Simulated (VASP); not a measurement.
Wanted: the native input for a VASP 6.6.1 run.

* Task: single point
* Functional: PBE
* Potentials or basis: VASP PAW PBE potentials, release 64 (As, S)
* Cutoff: 520 eV
* k mesh: 18 × 18 × 18
* Occupations: gaussian, width 0.1 eV
* Spin: no spin polarisation
* Dipole correction: no
* Further INCAR settings: ALGO = Normal; EDIFF = 1e-06; NBANDS = 16

The structure of AsS2 lies in POSCAR:

```
AsS2
1.0
    1.7376407767      1.0032273702      6.4554466287
   -1.7376407767      1.0032273702      6.4554466287
    0.0000000000     -2.0064547403      6.4554466287
As S
1 2
Direct
    0.0000000000      0.0000000000      0.0000000000
    0.7421611380      0.7421611380      0.7421611380
    0.2578388620      0.2578388620      0.2578388620
```

One way to write it, as run:

INCAR

```
ALGO = Normal ; EDIFF = 1E-6
ENCUT = 520 ; GGA = PE
ISIF = 2 ; ISMEAR = 0
LASPH = T ; LCHARG = T
LELF = T ; LREAL = F
LVHAR = T ; LWAVE = F
NBANDS = 16 ; NELM = 100
PREC = Accurate ; SIGMA = 0.1
```

KPOINTS

```
k-points
0
Gamma
  18 18 18
```

Potentials or basis: VASP PAW PBE potentials, release 64 (As, S).

Launch:

```console
$ cat potpaw_PBE.64/As/POTCAR potpaw_PBE.64/S/POTCAR > POTCAR
$ mpirun -np 1 vasp_std > vasp.out
```

It gave:

```yaml
Pressure: -0.1 GPa
Largest_force: 0.012 eV/Å
```

Run time: 25 min on 1 thread of Intel(R) Xeon(R) Platinum 8259CL CPU @ 2.50GHz (Skylake/Cascade Lake) (shared host), peak memory 0.79 GiB.
